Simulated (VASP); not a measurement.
Crystal: Bi.

```
CELL_PARAMETERS angstrom
2.26750 1.30914 3.93800
-2.26750 1.30914 3.93800
0.00000 -2.61828 3.93800
ATOMIC_POSITIONS crystal
Bi 0.23400 0.23400 0.23400
Bi 0.76600 0.76600 0.76600
```

| Property | Result |
| --- | --- |
| Program | VASP 6.6.1 |
| Task | relaxation of volume and atoms at fixed shape |
| Functional | LDA |
| Potentials or basis | VASP PAW LDA potentials, release 64 (Bi_d) |
| Cutoff | 500 eV |
| k mesh | 7 × 7 × 7 |
| Occupations | gaussian, width 0.05 eV |
| Spin | no spin polarisation |

At the start: pressure -1.5 GPa; volume 35.07 Å³/atom.

Problem. Where does the relaxation end?

Solution. Over 6 steps the energy falls by 8.3 meV/atom and the volume is 33.58 Å³/atom (-4.3 %); space group R-3m (No. 166, to 0.05 Å).

Step by step:
```tsv
step	energy change (eV)	largest force (eV/Å)	pressure (GPa)	volume (Å³)
1	0.0000	0.0679	-1.51	70.14
2	-0.0083	0.2668	0.92	66.84
3	-0.0110	0.1999	0.06	67.90
4	-0.0140	0.1336	0.05	67.66
5	-0.0165	0.0106	0.06	67.18
6	-0.0165	0.0049	0.04	67.15
```

Final structure:
```
Bi
1.0
     2.23486    1.29030    3.88132
    -2.23486    1.29030    3.88132
     0.00000   -2.58060    3.88132
Bi
2
Direct
  0.23666 0.23666 0.23666
  0.76334 0.76334 0.76334
```
